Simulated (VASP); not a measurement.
# Na4H in VASP: notebook

Runs on Na4H. Level: PBE. Tasks: single point.

Program: VASP 6.6.1. These are calculated values, not measurements. Logs are shortened: lines on timing, memory, paths and dates and some standing lists are left out, and cuts for length are marked.

## Step 1: The cell of the first run

The cell holds a slab with vacuum, 10 atoms: a = 7.267 Å, b = 7.267 Å, c = 20.967 Å, α = 90.00°, β = 90.00°, γ = 109.47°.

## Step 2: Single point, PBE

INCAR

```
SYSTEM = Na4H
PREC     = Accurate       ! precision mode
ENCUT    = 520            ! plane-wave cutoff, eV
EDIFF    = 1E-6           ! SCF threshold, eV
ISMEAR   = 0              ! smearing method
SIGMA    = 0.1            ! smearing width, eV
LREAL    = .False.        ! projectors in reciprocal space
LASPH    = .True.         ! aspherical terms in the spheres
NELM     = 100            ! most SCF steps
ALGO     = Normal         ! electronic algorithm
ISIF     = 2              ! what is computed and relaxed
LWAVE    = .False.        ! write WAVECAR
LCHARG   = .False.        ! write CHGCAR
LDIPOL   = .True.       
IDIPOL   = 3            
DIPOL    = 0.5 0.5 0.286
GGA      = PE             ! functional
NBANDS   = 40             ! bands
```

KPOINTS

```
regular mesh
0
Gamma
  4 4 1
  0 0 0
```

POSCAR

```
Na4H
1.0
    7.2665057608      0.0000000000      0.0000000000
   -2.4221685869      6.8509273320      0.0000000000
    0.0000000000      0.0000000000     20.9665385532
Na H
8 2
Direct
    0.2500000000      0.2500000000      0.1907801800
    0.2500000000      0.7500000000      0.1907801800
    0.7500000000      0.2500000000      0.1907801800
    0.7500000000      0.7500000000      0.1907801800
    0.0000000000      0.0000000000      0.3322693699
    0.0000000000      0.5000000000      0.3322693699
    0.5000000000      0.0000000000      0.3322693699
    0.5000000000      0.5000000000      0.3322693699
   -0.0812632673      0.7500000000      0.3842569689
    0.0812632673      0.7500000000      0.3842569689
```

Potentials or basis: VASP PAW PBE potentials, release 64 (Na_pv, H).

Run with:

```bash
$ cat potpaw_PBE.64/Na_pv/POTCAR potpaw_PBE.64/H/POTCAR > POTCAR
$ mpirun -np 1 vasp_std > vasp.out
```

OUTCAR:

```text
SYSTEM = Na4H
   PREC = Accurate
   ENCUT = 520
   EDIFF = 1E-6
   ISMEAR = 0
   LREAL = .False.
   LASPH = .True.
   NELM = 100
   ISIF = 2
   GGA = PE

 ion  position               nearest neighbor table
   1  0.250  0.250  0.191-
   2  0.250  0.750  0.191-
   3  0.750  0.250  0.191-
   4  0.750  0.750  0.191-
   5  0.000  0.000  0.332-
   6  0.000  0.500  0.332-
   7  0.500  0.000  0.332-
   8  0.500  0.500  0.332-
   9  0.919  0.750  0.384-
  10  0.081  0.750  0.384-

  LATTYP: Found a base centered orthorhombic cell.
 ALAT       =     8.3906381142
 B/A-ratio  =     1.4142135624
 C/A-ratio  =     2.4988014342

  Lattice vectors:

 A1 = (   7.2665057608,   0.0000000000,   0.0000000000)
 A2 = (  -2.4221685869,   6.8509273320,   0.0000000000)
 A3 = (   0.0000000000,   0.0000000000,  20.9665385532)

Analysis of symmetry for initial positions (statically):
=====================================================================
 Subroutine PRICEL returns:
 Original cell was already a primitive cell.

 Routine SETGRP: Setting up the symmetry group for a
 base centered orthorhombic supercell.

 Subroutine GETGRP returns: Found  2 space group operations
 (whereof  1 operations were pure point group operations)
 out of a pool of  8 trial point group operations.

The static configuration has the point symmetry C_1 .
 The point group associated with its full space group is C_2 .

Analysis of symmetry for dynamics (positions and initial velocities):
=====================================================================
 Subroutine PRICEL returns:
 Original cell was already a primitive cell.

 Routine SETGRP: Setting up the symmetry group for a
 base centered orthorhombic supercell.

 Subroutine GETGRP returns: Found  2 space group operations
 (whereof  1 operations were pure point group operations)
 out of a pool of  8 trial point group operations.

The dynamic configuration has the point symmetry C_1 .
 The point group associated with its full space group is C_2 .

 Subroutine INISYM returns: Found  2 space group operations
 (whereof  1 operations are pure point group operations),
 and found     1 'primitive' translations

----------------------------------------------------------------------------------------

                                     Primitive cell

  volume of cell :    1043.7626

  direct lattice vectors                    reciprocal lattice vectors
     7.266505761  0.000000000  0.000000000     0.137617726  0.048655214  0.000000000
    -2.422168587  6.850927332  0.000000000     0.000000000  0.145965641  0.000000000
     0.000000000  0.000000000 20.966538553     0.000000000  0.000000000  0.047695045

  length of vectors
     7.266505761  7.266505761 20.966538553     0.145965641  0.145965641  0.047695045

  position of ions in fractional coordinates (direct lattice)
     0.250000000  0.250000000  0.190780180
     0.250000000  0.750000000  0.190780180
     0.750000000  0.250000000  0.190780180
     0.750000000  0.750000000  0.190780180
     0.000000000  0.000000000  0.332269370
     0.000000000  0.500000000  0.332269370
     0.500000000  0.000000000  0.332269370
     0.500000000  0.500000000  0.332269370
     0.918736733  0.750000000  0.384256969
     0.081263267  0.750000000  0.384256969

  ion indices of the primitive-cell ions
   primitive index   ion index
                 1           1
                 2           2
                 3           3
                 4           4
                 5           5
                 6           6
                 7           7
                 8           8
                 9           9
                10          10

----------------------------------------------------------------------------------------

 KPOINTS: regular mesh

Automatic generation of k-mesh.
 Grid dimensions read from file:
 generate k-points for:    4    4    1

 Generating k-lattice:

  Cartesian coordinates                     Fractional coordinates (reciprocal lattice)
     0.034404432  0.012163803  0.000000000     0.250000000  0.000000000  0.000000000
     0.000000000  0.036491410  0.000000000     0.000000000  0.250000000  0.000000000
     0.000000000  0.000000000  0.047695045     0.000000000  0.000000000  1.000000000

  Length of vectors
     0.036491410  0.036491410  0.047695045

  Shift w.r.t. Gamma in fractional coordinates (k-lattice)
     0.000000000  0.000000000  0.000000000

 Subroutine IBZKPT returns following result:
 ===========================================

 Found     10 irreducible k-points:

 Following reciprocal coordinates:
            Coordinates               Weight
  0.000000  0.000000  0.000000      1.000000
  0.250000  0.000000  0.000000      2.000000
  0.000000  0.250000  0.000000      2.000000
  0.500000  0.000000  0.000000      1.000000
  0.000000  0.500000  0.000000      1.000000
  0.250000  0.250000  0.000000      2.000000
  0.500000  0.250000  0.000000      2.000000
  0.250000  0.500000  0.000000      2.000000
 -0.250000  0.250000  0.000000      2.000000
  0.500000  0.500000  0.000000      1.000000
   k-points           NKPTS =     10   k-points in BZ     NKDIM =     10   number of bands    NBANDS=     40
   number of dos      NEDOS =    301   number of ions     NIONS =     10
   total plane-waves  NPLWV = 466560
   dimension x,y,z NGX =    54 NGY =   54 NGZ =  160
   dimension x,y,z NGXF=   108 NGYF=  108 NGZF=  320
   ions per type =               8   2
   NGX,Y,Z   is equivalent  to a cutoff of  12.35, 12.35, 12.69 a.u.
   NGXF,Y,Z  is equivalent  to a cutoff of  24.71, 24.71, 25.37 a.u.
 SYSTEM =  Na4H
   PREC   = accura    normal or accurate (medium, high low for compatibility)
   ISTART =      0    job   : 0-new  1-cont  2-samecut
   ICHARG =      2    charge: 1-file 2-atom 10-const
   ISPIN  =      1    spin polarized calculation?
   LNONCOLLINEAR =      F non collinear calculations
   LSORBIT =      F    spin-orbit coupling
   LASPH  =      T    aspherical Exc in radial PAW
   ENCUT  =  520.0 eV  38.22 Ry    6.18 a.u.  13.51 13.51 38.98*2*pi/ulx,y,z
   NELM   =    100;   NELMIN=  2; NELMDL= -5     # of ELM steps
   EDIFF  = 0.1E-05   stopping-criterion for ELM
   LREAL  =      F    real-space projection
   EDIFFG = 0.1E-04   stopping-criterion for IOM
   NSW    =      0    number of steps for IOM
   IBRION =     -1    ionic relax: 0-MD 1-quasi-New 2-CG
   NFREE  =      0    steps in history (QN), initial steepest desc. (CG)
   ISIF   =      2    stress and relaxation
   ISYM   =      2    0-nonsym 1-usesym 2-fastsym
   POTIM  = 0.5000    time-step for ionic-motion
   TEBEG  =    0.0;   TEEND  =   0.0 temperature during run
   PSTRESS=    0.0 pullay stress
   NELECT =      58.0000    total number of electrons
   NUPDOWN=      -1.0000    fix difference up-down
   EMIN   =  10.00;   EMAX   =-10.00  energy-range for DOS
   EFERMI =   0.00;   METHOD = LEGACY
   ISMEAR =     0;   SIGMA  =   0.10  broadening in eV -4-tet -1-fermi 0-gaus
   EFERMI_NEDOS =   21; number of points for ismear=-14 and -15
   IALGO  =     38    algorithm
   IMIX   =      4    mixing-type and parameters
     AMIX     =   0.40;   BMIX     =  1.00
     AMIX_MAG =   1.60;   BMIX_MAG =  1.00
  volume/ion in A,a.u.               =     104.38       704.37
  Fermi-wavevector in a.u.,A,eV,Ry     =   0.624717  1.180545  5.309970  0.390272
  Thomas-Fermi vector in A             =   1.685372
   LORBIT       =      0    0 simple, 1 ext, 2 COOP (PROOUT), +10 PAW based schemes
   GGA     = PE    functional components
   LHFCALC =     F    Hartree Fock is set to
   AEXX    =    0.0000 exact exchange contribution
   IVDW    =     0    specifies the selected vdW correction
   LEPSILON=     F    determine dielectric tensor
   LRPA    =     F    only Hartree local field effects (RPA)
 non-spin polarized calculation
 Gauss-broadening in eV      SIGMA  =   0.10
  energy-cutoff  :      520.00
  volume of cell :     1043.76
 maximum number of plane-waves:     28122
   NGX = 27   NGY = 27   NGZ = 77

 number of electron      57.9999951 magnetization

 dipolmoment           0.000000      0.000000      0.048469 electrons x Angstroem

 Free energy of the ion-electron system (eV)
  ---------------------------------------------------
  ext. energy  EPLUGINS =         0.00000000
  ---------------------------------------------------
  free energy    TOTEN  =       -14.74422029 eV

  energy without entropy =      -14.71825392  energy(sigma->0) =      -14.73123711

 E-fermi :  -1.9755     XC(G=0):  -2.5861

 val. band max:       -1.9910350753   @ k =  -0.2500   0.2500   0.0000
 cond. band min:      -1.9637368196   @ k =   0.5000   0.0000   0.0000
 fundamental gap:      0.0272982556
 Fermi energy:        -1.9755178679

 k-point     1 :       0.0000    0.0000    0.0000
  band No.  band energies     occupation
      1     -27.1355      2.00000
      2     -27.1289      2.00000
      3     -27.1289      2.00000
      4     -27.1233      2.00000
      5     -27.1201      2.00000
      6     -27.1124      2.00000
[... 32 lines left out ...]
     39       0.6176      0.00000
     40       0.7455      0.00000

 k-point     2 :       0.2500    0.0000    0.0000
  band No.  band energies     occupation
      1     -27.1335      2.00000
      2     -27.1294      2.00000
      3     -27.1273      2.00000
      4     -27.1229      2.00000
      5     -27.1188      2.00000
      6     -27.1118      2.00000
[... 333 lines left out ...]
     39       1.0877      0.00000
     40       1.1191      0.00000

 k-point    10 :       0.5000    0.5000    0.0000
  band No.  band energies     occupation
      1     -27.1307      2.00000
      2     -27.1305      2.00000
      3     -27.1193      2.00000
      4     -27.1191      2.00000
      5     -27.1138      2.00000
      6     -27.1137      2.00000
[... 32 lines left out ...]
     39       1.3368      0.00000
     40       1.4186      0.00000

------------------------ aborting loop because EDIFF is reached ----------------------------------------

 vacuum level on the upper side and lower side of the slab       (xc-potential included)         0.052        -0.146

  FORCE on cell =-STRESS in cart. coord.  units (eV):
  Direction    XX          YY          ZZ          XY          YZ          ZX
  --------------------------------------------------------------------------------------
  -------------------------------------------------------------------------------------
  Total       -2.6509156     -0.3401441      0.1158443     -0.2691398      0.0000000      0.0000000
  in kB       -4.0691599     -0.5221217      0.1778212     -0.4131301      0.0000000      0.0000000
  external PRESSURE =      -1.4711535 kB  Pullay stress =       0.0000000 kB

 VOLUME and BASIS-vectors are now :
 -----------------------------------------------------------------------------
  energy-cutoff  :      520.00
  volume of cell :     1043.76
      direct lattice vectors                 reciprocal lattice vectors
     7.266505761  0.000000000  0.000000000     0.137617726  0.048655214  0.000000000
    -2.422168587  6.850927332  0.000000000     0.000000000  0.145965641  0.000000000
     0.000000000  0.000000000 20.966538553     0.000000000  0.000000000  0.047695045

 POSITION                                       TOTAL-FORCE (eV/Angst)
 -----------------------------------------------------------------------------------
      1.21108      1.71273      4.00000         0.018635      0.012485      0.027512
      0.00000      5.13820      4.00000         0.041485      0.007586     -0.005574
      4.84434      1.71273      4.00000        -0.018635     -0.012485      0.027512
      3.63325      5.13820      4.00000        -0.041485     -0.007586     -0.005574
      0.00000      0.00000      6.96654         0.014290      0.329098     -0.211051
     -1.21108      3.42546      6.96654        -0.014290     -0.329098     -0.211051
      3.63325      0.00000      6.96654        -0.017019     -0.074475      0.056560
      2.42217      3.42546      6.96654         0.017019      0.074475      0.056560
      4.85938      5.13820      8.05654         1.575381     -0.535508      0.132552
     -1.22613      5.13820      8.05654        -1.575381      0.535508      0.132552
 -----------------------------------------------------------------------------------
    total drift:                               -0.000000     -0.000000     -0.005339

  FREE ENERGIE OF THE ION-ELECTRON SYSTEM (eV)
  ---------------------------------------------------
  free  energy   TOTEN  =       -14.7442202914 eV

  energy  without entropy=      -14.7182539227  energy(sigma->0) =      -14.73123711

 vacuum level on the upper side and lower side of the slab         1.126         0.897
```

Run time: 12 min. Hardware: 1 thread of Oxide Virtual Turin-like, shared host; peak memory 1 GiB.

Results:

```yaml
Free_energy: -14.7442 eV
Largest_force: 1.669 eV/Å
Band_gap_on_the_k_mesh: zero (bands 29 and 30 overlap by 0.68 eV)
```

Forces in eV/Å, atoms in the order of the input:
```
Na   0.019  0.012  0.028
Na   0.041  0.008 -0.006
Na  -0.019 -0.012  0.028
Na  -0.041 -0.008 -0.006
Na   0.014  0.329 -0.211
Na  -0.014 -0.329 -0.211
Na  -0.017 -0.074  0.057
Na   0.017  0.074  0.057
H    1.575 -0.536  0.133
H   -1.575  0.536  0.133
```

Levels at points of the mesh, in eV from the Fermi level:
```tsv
k point	band 25	band 26	band 27	band 28	band 29	band 30	band 31	band 32	band 33	band 34
(0.00, 0.00, 0.00)	-6.34	-2.54	-0.76	-0.20	0.44	0.46	0.59	1.00	1.06	1.36
(0.50, 0.00, 0.00)	-6.33	-1.98	-1.69	-0.57	0.01	0.13	0.55	1.03	1.61	1.61
(0.00, 0.50, 0.00)	-6.33	-1.92	-1.67	-0.33	-0.28	0.07	0.55	0.81	1.54	1.65
(0.50, 0.50, 0.00)	-6.32	-1.72	-1.46	-0.73	-0.49	-0.25	0.43	0.68	1.43	1.60
```

(Continued in part 2 of 2.)

The gap in the log of VASP goes by the Fermi energy; the results here count the filled bands.